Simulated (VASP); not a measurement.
A run of VASP 6.6.1:

File INCAR:

```
  ALGO = Normal
  EDIFF = 1E-6
  ENCUT = 520
  GGA = PE
  ISIF = 2
  ISMEAR = -1
  LASPH = True
  LCHARG = False
  LREAL = False
  LWAVE = False
  NBANDS = 33
  NELM = 100
  PREC = Accurate
  SIGMA = 0.02
```

File KPOINTS:

```
k-points
0
Gamma
  6 6 4
```

POSCAR

```
BaCaF4
1.0
    4.1268790493      0.0000000000      0.0000000000
    0.0000000000      4.1268790493      0.0000000000
    0.0000000000      0.0000000000      6.0011963295
Ca F Ba
1 4 1
Direct
    0.0000000000      0.0000000000      0.0000000000
    0.0000000000      0.5000000000      0.7750914375
    0.0000000000      0.5000000000      0.2249085625
    0.5000000000      0.0000000000      0.2249085625
    0.5000000000      0.0000000000      0.7750914375
    0.5000000000      0.5000000000      0.5000000000
```

Potentials or basis: VASP PAW PBE potentials, release 64 (Ca_sv, F, Ba_sv).

Run with:

```console
$ cat potpaw_PBE.64/Ca_sv/POTCAR potpaw_PBE.64/F/POTCAR potpaw_PBE.64/Ba_sv/POTCAR > POTCAR
$ mpirun -np 1 vasp_std > vasp.out
```

Hardware: 1 thread of Intel(R) Xeon(R) Platinum 8488C (Sapphire Rapids) (shared host).

Task: How long does it take, and how much memory?

Result: Run time: 51 s on 1 thread of Intel(R) Xeon(R) Platinum 8488C (Sapphire Rapids), on a shared host, peak memory 0.26 GiB. Counts: scf iterations 14, k points 30.
